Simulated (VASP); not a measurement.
Set up this calculation in VASP 6.6.1, as the native input.

| Property | Result |
| --- | --- |
| Task | single point |
| Functional | PBEsol |
| Potentials or basis | VASP PAW PBE potentials, release 64 (Sn_d, Se) |
| Cutoff | 520 eV |
| k mesh | 8 × 8 × 5 |
| Occupations | fermi-dirac, width 0.05 eV |
| Spin | no spin polarisation |
| Dipole correction | no |
| Further INCAR settings | ALGO = Normal; EDIFF = 1e-06; NBANDS = 20 |

The structure of SnSe2 lies in POSCAR:

```
SnSe2
1.0
    3.7332026603      0.0000000000      0.0000000000
   -1.8666013302      3.2330483413      0.0000000000
    0.0000000000      0.0000000000      6.0107403631
Sn Se
1 2
Direct
    0.0000000000      0.0000000000      0.0000000000
    0.6666666667      0.3333333333      0.7510000000
    0.3333333333      0.6666666667      0.2490000000
```

The input as run:

INCAR

```
ALGO = Normal ; EDIFF = 1E-6
ENCUT = 520 ; GGA = PS
ISIF = 2 ; ISMEAR = -1
LASPH = T ; LCHARG = F
LREAL = F ; LWAVE = F
NBANDS = 20 ; NELM = 100
PREC = Accurate ; SIGMA = 0.05
```

KPOINTS

```
k-points
0
Gamma
  8 8 5
```

Potentials or basis: VASP PAW PBE potentials, release 64 (Sn_d, Se).

Run with:

```sh
$ cat potpaw_PBE.64/Sn_d/POTCAR potpaw_PBE.64/Se/POTCAR > POTCAR
$ mpirun -np 1 vasp_std > vasp.out
```

Results of the run:

- Pressure: 8.1 GPa
- Largest force: 1.301 eV/Å
- Band gap on the k mesh: 0.80 eV (least direct gap 1.28 eV)

Caveat: the cell stands under pressure; the PAW data sets were made with another functional, which shifts forces and pressure a little; spin-orbit coupling is left out, which moves the levels of the heavy elements; an odd mesh through Γ misses points on the zone boundary, where band edges can lie; this functional lacks dispersion, which binds the layers, so the pressure and a relaxed spacing across them are unreliable.

Run time: 70 s on 1 thread of AMD EPYC 7R13, on a shared host, peak memory 0.19 GiB.
